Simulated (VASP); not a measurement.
# CuI (P4/nmm) in VASP: notebook

CuI is run at these levels: LDA; tasks: single point.

All numbers are computed with VASP 6.6.1; they aren't measurements. Logs are shortened: lines on timing, memory, paths and dates and some standing lists are left out, and cuts for length are marked.

## Step 1: The cell of the first run

The structure is tetragonal, space group P4/nmm (No. 129). The conventional cell has a = 4.090 Å, b = 4.090 Å, c = 6.551 Å, α = 90.00°, β = 90.00°, γ = 90.00°. I (site symmetry 4mm) has 4 Cu at 2.65 Å within 3.5 Å. Within 3.5 Å of Cu (site symmetry -4m2) lie 4 I at 2.65 Å and 4 Cu at 2.89 Å.

## Step 2: Single point, LDA (27.40 Å³/atom)

File INCAR:

```
ALGO = Normal
EDIFF = 1E-7
ENCUT = 520
GGA = CA
ISIF = 2
ISMEAR = -1
LASPH = True
LCHARG = False
LREAL = False
LWAVE = False
NBANDS = 26
NELM = 60
PREC = Accurate
SIGMA = 0.05
```

File KPOINTS:

```
k-points
0
Gamma
  7 7 4
```

File POSCAR:

```
CuI
1.0
    4.0901961900      0.0000000000      0.0000000000
    0.0000000000      4.0901961900      0.0000000000
    0.0000000000      0.0000000000      6.5514580400
I Cu
2 2
Direct
    0.0000000000      0.5000000000      0.7430343600
    0.5000000000      0.0000000000      0.2569656400
    0.0000000000      0.0000000000      0.0000000000
    0.5000000000      0.5000000000      0.0000000000
```

Potentials or basis: VASP PAW LDA potentials, release 64 (I, Cu).

Run with:

```console
cat potpaw_LDA.64/I/POTCAR potpaw_LDA.64/Cu/POTCAR > POTCAR
mpirun -np 1 vasp_std > vasp.out
```

OUTCAR:

```text
EDIFF = 1E-7
   ENCUT = 520
   GGA = CA
   ISIF = 2
   ISMEAR = -1
   LASPH = True
   LREAL = False
   NELM = 60
   PREC = Accurate

 ion  position               nearest neighbor table
   1  0.000  0.500  0.743-   3 2.65   4 2.65   3 2.65   4 2.65
   2  0.500  0.000  0.257-   3 2.65   4 2.65   4 2.65   3 2.65
   3  0.000  0.000  0.000-   1 2.65   2 2.65   1 2.65   2 2.65
   4  0.500  0.500  0.000-   1 2.65   2 2.65   2 2.65   1 2.65

  LATTYP: Found a simple tetragonal cell.
 ALAT       =     4.0901961900
 C/A-ratio  =     1.6017466487

  Lattice vectors:

 A1 = (   4.0901961900,   0.0000000000,   0.0000000000)
 A2 = (   0.0000000000,   4.0901961900,   0.0000000000)
 A3 = (   0.0000000000,   0.0000000000,   6.5514580400)

Analysis of symmetry for initial positions (statically):
=====================================================================
 Subroutine PRICEL returns:
 Original cell was already a primitive cell.

 Routine SETGRP: Setting up the symmetry group for a
 simple tetragonal supercell.

 Subroutine GETGRP returns: Found 16 space group operations
 (whereof  8 operations were pure point group operations)
 out of a pool of 16 trial point group operations.

The static configuration has the point symmetry D_2d.
 The point group associated with its full space group is D_4h.

Analysis of symmetry for dynamics (positions and initial velocities):
=====================================================================
 Subroutine PRICEL returns:
 Original cell was already a primitive cell.

 Routine SETGRP: Setting up the symmetry group for a
 simple tetragonal supercell.

 Subroutine GETGRP returns: Found 16 space group operations
 (whereof  8 operations were pure point group operations)
 out of a pool of 16 trial point group operations.

The dynamic configuration has the point symmetry D_2d.
 The point group associated with its full space group is D_4h.

 Subroutine INISYM returns: Found 16 space group operations
 (whereof  8 operations are pure point group operations),
 and found     1 'primitive' translations

----------------------------------------------------------------------------------------

                                     Primitive cell

  volume of cell :     109.6040

  direct lattice vectors                    reciprocal lattice vectors
     4.090196190  0.000000000  0.000000000     0.244487050  0.000000000  0.000000000
     0.000000000  4.090196190  0.000000000     0.000000000  0.244487050  0.000000000
     0.000000000  0.000000000  6.551458040     0.000000000  0.000000000  0.152637778

  length of vectors
     4.090196190  4.090196190  6.551458040     0.244487050  0.244487050  0.152637778

  position of ions in fractional coordinates (direct lattice)
     0.000000000  0.500000000  0.743034360
     0.500000000  0.000000000  0.256965640
     0.000000000  0.000000000  0.000000000
     0.500000000  0.500000000  0.000000000

  ion indices of the primitive-cell ions
   primitive index   ion index
                 1           1
                 2           2
                 3           3
                 4           4

----------------------------------------------------------------------------------------

 KPOINTS: k-points

Automatic generation of k-mesh.
 Grid dimensions read from file:
 generate k-points for:    7    7    4

 Generating k-lattice:

  Cartesian coordinates                     Fractional coordinates (reciprocal lattice)
     0.034926721  0.000000000  0.000000000     0.142857143  0.000000000  0.000000000
     0.000000000  0.034926721  0.000000000     0.000000000  0.142857143  0.000000000
     0.000000000  0.000000000  0.038159445     0.000000000  0.000000000  0.250000000

  Length of vectors
     0.034926721  0.034926721  0.038159445

  Shift w.r.t. Gamma in fractional coordinates (k-lattice)
     0.000000000  0.000000000  0.000000000

 Subroutine IBZKPT returns following result:
 ===========================================

 Found     30 irreducible k-points:

 Following reciprocal coordinates:
            Coordinates               Weight
  0.000000  0.000000  0.000000      1.000000
  0.142857  0.000000  0.000000      4.000000
  0.285714  0.000000  0.000000      4.000000
  0.428571  0.000000  0.000000      4.000000
  0.142857  0.142857  0.000000      4.000000
  0.285714  0.142857  0.000000      8.000000
[... 16 lines left out ...]
  0.285714  0.000000  0.500000      4.000000
  0.428571  0.000000  0.500000      4.000000
 [... further k-points ...]
   k-points           NKPTS =     30   k-points in BZ     NKDIM =     30   number of bands    NBANDS=     26
   number of dos      NEDOS =    301   number of ions     NIONS =      4
   total plane-waves  NPLWV =  45000
   dimension x,y,z NGX =    30 NGY =   30 NGZ =   50
   dimension x,y,z NGXF=    60 NGYF=   60 NGZF=  100
   ions per type =               2   2
   NGX,Y,Z   is equivalent  to a cutoff of  12.19, 12.19, 12.69 a.u.
   NGXF,Y,Z  is equivalent  to a cutoff of  24.39, 24.39, 25.38 a.u.
 SYSTEM =  unknown system
   PREC   = accura    normal or accurate (medium, high low for compatibility)
   ISTART =      0    job   : 0-new  1-cont  2-samecut
   ICHARG =      2    charge: 1-file 2-atom 10-const
   ISPIN  =      1    spin polarized calculation?
   LNONCOLLINEAR =      F non collinear calculations
   LSORBIT =      F    spin-orbit coupling
   LASPH  =      T    aspherical Exc in radial PAW
   ENCUT  =  520.0 eV  38.22 Ry    6.18 a.u.   7.61  7.61 12.18*2*pi/ulx,y,z
   NELM   =     60;   NELMIN=  2; NELMDL= -5     # of ELM steps
   EDIFF  = 0.1E-06   stopping-criterion for ELM
   LREAL  =      F    real-space projection
   EDIFFG = 0.1E-05   stopping-criterion for IOM
   NSW    =      0    number of steps for IOM
   IBRION =     -1    ionic relax: 0-MD 1-quasi-New 2-CG
   NFREE  =      0    steps in history (QN), initial steepest desc. (CG)
   ISIF   =      2    stress and relaxation
   ISYM   =      2    0-nonsym 1-usesym 2-fastsym
   POTIM  = 0.5000    time-step for ionic-motion
   TEBEG  =    0.0;   TEEND  =   0.0 temperature during run
   PSTRESS=    0.0 pullay stress
   NELECT =      36.0000    total number of electrons
   NUPDOWN=      -1.0000    fix difference up-down
   EMIN   =  10.00;   EMAX   =-10.00  energy-range for DOS
   EFERMI =   0.00;   METHOD = LEGACY
   ISMEAR =    -1;   SIGMA  =   0.05  broadening in eV -4-tet -1-fermi 0-gaus
   EFERMI_NEDOS =   21; number of points for ismear=-14 and -15
   IALGO  =     38    algorithm
   IMIX   =      4    mixing-type and parameters
     AMIX     =   0.40;   BMIX     =  1.00
     AMIX_MAG =   1.60;   BMIX_MAG =  1.00
  volume/ion in A,a.u.               =      27.40       184.91
  Fermi-wavevector in a.u.,A,eV,Ry     =   1.129536  2.134514 17.359028  1.275853
  Thomas-Fermi vector in A             =   2.266230
   LORBIT       =      0    0 simple, 1 ext, 2 COOP (PROOUT), +10 PAW based schemes
   GGA     = CA    functional components
   LHFCALC =     F    Hartree Fock is set to
   AEXX    =    0.0000 exact exchange contribution
   IVDW    =     0    specifies the selected vdW correction
   LEPSILON=     F    determine dielectric tensor
   LRPA    =     F    only Hartree local field effects (RPA)
 non-spin polarized calculation
  energy-cutoff  :      520.00
  volume of cell :      109.60
 maximum number of plane-waves:      2970
   NGX = 15   NGY = 15   NGZ = 25

 number of electron      35.9999971 magnetization

 Free energy of the ion-electron system (eV)
  ---------------------------------------------------
  ext. energy  EPLUGINS =         0.00000000
  ---------------------------------------------------
  free energy    TOTEN  =       -13.83914174 eV

  energy without entropy =      -13.83914172  energy(sigma->0) =      -13.83914173

 E-fermi :   4.9507     XC(G=0):  -9.3459

 val. band max:        4.1858793447   @ k =   0.0000   0.0000   0.0000
 cond. band min:       5.6329497340   @ k =   0.0000   0.0000   0.0000
 fundamental gap:      1.4470703894
 Fermi energy:         4.9506696562

 k-point     1 :       0.0000    0.0000    0.0000
  band No.  band energies     occupation
      1      -9.7127      2.00000
      2      -9.0265      2.00000
      3      -1.5901      2.00000
      4       0.4131      2.00000
      5       0.6073      2.00000
      6       0.6073      2.00000
[... 18 lines left out ...]
     25      12.5857      0.00000
     26      12.7556      0.00000

 k-point     2 :       0.1429    0.0000    0.0000
  band No.  band energies     occupation
      1      -9.6372      2.00000
      2      -9.0080      2.00000
      3      -1.4601      2.00000
      4       0.3597      2.00000
      5       0.3732      2.00000
      6       0.6042      2.00000
[... 18 lines left out ...]
     25      12.2184      0.00000
     26      12.8803      0.00000

 k-point     3 :       0.2857    0.0000    0.0000
  band No.  band energies     occupation
      1      -9.4398      2.00000
      2      -8.9856      2.00000
      3      -1.1272      2.00000
      4      -0.3241      2.00000
      5      -0.1277      2.00000
      6       0.4698      2.00000
[... 18 lines left out ...]
     25      11.0351      0.00000
     26      11.8701      0.00000

 k-point     4 :       0.4286    0.0000    0.0000
  band No.  band energies     occupation
      1      -9.2040      2.00000
      2      -9.0358      2.00000
      3      -0.9485      2.00000
      4      -0.8570      2.00000
      5      -0.2052      2.00000
      6       0.2232      2.00000
[... 18 lines left out ...]
     25      10.7298      0.00000
     26      11.0149      0.00000
[... 496 lines left out ...]
      1      -9.4680      2.00000
      2      -9.2124      2.00000
      3      -0.9571      2.00000
      4      -0.3343      2.00000
      5       0.3900      2.00000
      6       0.5391      2.00000
[... 18 lines left out ...]
     25      10.1445      0.00000
     26      12.2861      0.00000

 k-point    23 :       0.2857    0.0000    0.5000
  band No.  band energies     occupation
      1      -9.3108      2.00000
      2      -9.1281      2.00000
      3      -1.1332      2.00000
      4      -0.7242      2.00000
      5       0.3191      2.00000
      6       0.5256      2.00000
[... 18 lines left out ...]
     25      11.0211      0.00000
     26      11.2623      0.00000

 k-point    24 :       0.4286    0.0000    0.5000
  band No.  band energies     occupation
      1      -9.1498      2.00000
      2      -9.0827      2.00000
      3      -1.3544      2.00000
      4      -1.2327      2.00000
      5       0.4616      2.00000
      6       0.5380      2.00000
[... 18 lines left out ...]
     25      11.6569      0.00000
     26      12.2879      0.00000

 [... further k-points ...]
[... 5 lines left out ...]
  --------------------------------------------------------------------------------------
  -------------------------------------------------------------------------------------
  Total       -2.4024974     -2.4024974     -2.2908236      0.0000000      0.0000000      0.0000000
  in kB      -35.1194137    -35.1194137    -33.4869801      0.0000000      0.0000000      0.0000000
  external PRESSURE =     -34.5752692 kB  Pullay stress =       0.0000000 kB

 VOLUME and BASIS-vectors are now :
 -----------------------------------------------------------------------------
  energy-cutoff  :      520.00
  volume of cell :      109.60
      direct lattice vectors                 reciprocal lattice vectors
     4.090196190  0.000000000  0.000000000     0.244487050  0.000000000  0.000000000
     0.000000000  4.090196190  0.000000000     0.000000000  0.244487050  0.000000000
     0.000000000  0.000000000  6.551458040     0.000000000  0.000000000  0.152637778

 POSITION                                       TOTAL-FORCE (eV/Angst)
 -----------------------------------------------------------------------------------
      0.00000      2.04510      4.86796        -0.000000      0.000000      0.472689
      2.04510      0.00000      1.68350         0.000000      0.000000     -0.472689
      0.00000      0.00000      0.00000         0.000000      0.000000      0.000000
      2.04510      2.04510      0.00000         0.000000     -0.000000      0.000000
 -----------------------------------------------------------------------------------
    total drift:                                0.000000      0.000000      0.000000

  FREE ENERGIE OF THE ION-ELECTRON SYSTEM (eV)
  ---------------------------------------------------
  free  energy   TOTEN  =       -13.8391417351 eV

  energy  without entropy=      -13.8391417158  energy(sigma->0) =      -13.83914173
```

Run time: 2.8 min. Hardware: 1 thread of Intel Xeon 8259CL, shared host; peak memory 0.22 GiB.

Results:

| Quantity | Value |
| --- | --- |
| Free energy | -13.8391 eV |
| Pressure | -3.5 GPa |
| Largest force | 0.473 eV/Å |
| Band gap on the k mesh | 1.45 eV |

Forces in eV/Å, atoms in the order of the input:
```
I    0.000  0.000  0.473
I    0.000  0.000 -0.473
Cu   0.000  0.000  0.000
Cu   0.000  0.000  0.000
```

Caveat: the cell stands under tension; spin-orbit coupling is left out, which moves the levels of the heavy elements.

(Continued in part 2 of 2.)
